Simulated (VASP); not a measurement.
A run of VASP 6.6.1 is set up as follows.

The input INCAR:

```
  ALGO = Normal
  EDIFF = 1E-8
  ENCUT = 520
  GGA = CA
  ISIF = 2
  ISMEAR = -1
  LASPH = True
  LCHARG = False
  LEFG = True
  LREAL = False
  LWAVE = False
  NBANDS = 21
  NELM = 80
  PREC = Accurate
  SIGMA = 0.05
```

The input KPOINTS:

```
k-points
0
Gamma
  10 10 10
```

The input POSCAR:

```
Ge
1.0
    0.0000000000      2.7710237968      2.7710237968
    2.7710237968      0.0000000000      2.7710237968
    2.7710237968      2.7710237968      0.0000000000
Ge
2
Direct
    0.5000000000      0.5000000000      0.5000000000
    0.7500000000      0.7500000000      0.7500000000
```

Potentials or basis: VASP PAW LDA potentials, release 64 (Ge_d).

The run is started by

```sh
$ cat potpaw_LDA.64/Ge_d/POTCAR > POTCAR
$ mpirun -np 1 vasp_std > vasp.out
```

Task: What does it give for the pressure?

Result: 3.6 GPa.

Task: Predict the band gap on the k mesh.

Result: 0.26 eV, indirect (least direct gap 0.43 eV).

Caveat: without QUAD_EFG the Cq values of the log hold for a quadrupole moment of 1 mb, not for the nuclei. A k mesh can miss the band edges.
